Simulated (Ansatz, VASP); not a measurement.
One calculation of Rh, two programs

```
Rh
1.0
    -0.18770    1.82692    1.87704
     1.82692   -0.18770    1.87704
     1.63921    1.63921    0.00000
Rh
1
Direct
  0.00000 0.00000 0.00000
```

Change from the starting cell: engineering shear strain xy -0.2000, equal normal strain along x and y -0.0267.

Alike in both runs: task single point; functional LDA; k mesh 20 × 20 × 20; occupations gaussian, width 0.15 eV; no spin polarisation.

```csv
,VASP,Ansatz
version,VASP 6.6.1,Ansatz 0.2.0
potentials or method,"VASP PAW LDA potentials, release 64 (Rh_pv), cutoff 520 eV","scalar-relativistic, plane waves, PAW"
valence electrons in the cell,15,17
```

Ansatz gave:

| Property | Result |
| --- | --- |
| gap on the k mesh at the Fermi level (eV) | none |
| pressure (GPa) | 41.6 |
| traceless stress, the component that is largest in VASP (GPa) | 59.93 |

Q: What did VASP give for the same quantities?

A: gap on the k mesh at the Fermi level (eV): none; pressure (GPa): 42.8; traceless stress, the component that is largest in VASP (GPa): 60.43.

Ansatz warns that its potentials were made for another functional, while VASP's fit it. LDA's correlation is that of Perdew and Zunger in VASP and of Perdew and Wang (1992) in Ansatz. A gap of «none» marks a metal or a gap that the smearing closes. Both programs put the cell under a high pressure, so it lies far from rest at this level. VASP's potentials hold 15 valence electrons a cell and Ansatz's 17, so a difference there can come from the potentials and not from the codes.
